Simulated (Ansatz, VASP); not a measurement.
## One calculation of Na, two programs

The input INCAR:

```
ALGO = Normal ; EDIFF = 1E-6
ENCUT = 520 ; GGA = PS
ISIF = 2 ; ISMEAR = 0
LASPH = True ; LCHARG = False
LREAL = False ; LWAVE = False
NBANDS = 10 ; NELM = 80
PREC = Accurate ; SIGMA = 0.1
```

File KPOINTS:

```
k-points
0
Gamma
  14 14 14
```

File POSCAR:

```
Na
1.0
   -2.1052233673      2.1052233673      2.1052233673
    2.1052233673     -2.1052233673      2.1052233673
    2.1052233673      2.1052233673     -2.1052233673
Na
1
Direct
    0.0000000000      0.0000000000      0.0000000000
```

Input for Ansatz:

```yaml
crystal:
  lattice:
    - [-2.1052233673, 2.1052233673, 2.1052233673]
    - [2.1052233673, -2.1052233673, 2.1052233673]
    - [2.1052233673, 2.1052233673, -2.1052233673]
  atoms:
    - { symbol: Na, position: [0.0, 0.0, 0.0] }
basis:
  ecutwfc: 420
kpoints:
  mp_grid: { grid: [14, 14, 14] }
hamiltonian:
  xc: pbesol
scf:
  occupations: { method: gaussian, width: 0.1 }
output:
  forces: true
  stress: true
  eigenvalues: true
```

Alike in both runs: task single point; functional PBEsol; k mesh 14 × 14 × 14; occupations gaussian, width 0.1 eV; no spin polarisation.

```csv
,VASP,Ansatz
version,VASP 6.6.1,Ansatz 0.2.0
potentials or method,"VASP PAW PBE potentials, release 64 (Na_pv), cutoff 520 eV","scalar-relativistic, plane waves, PAW"
valence electrons in the cell,7,9
```

```tsv
	VASP	Ansatz	Ansatz less VASP
gap on the k mesh at the Fermi level (eV)	none	none	-
pressure (GPa)	-0.2	-0.2	+0.02
```

VASP's potentials were made for PBE, not for PBEsol. A gap of «none» marks a metal or a gap that the smearing closes. The functional is the same, so the differences come from potentials, cutoffs and numerics. VASP's potentials hold 7 valence electrons a cell and Ansatz's 9, so a difference there can come from the potentials and not from the codes.
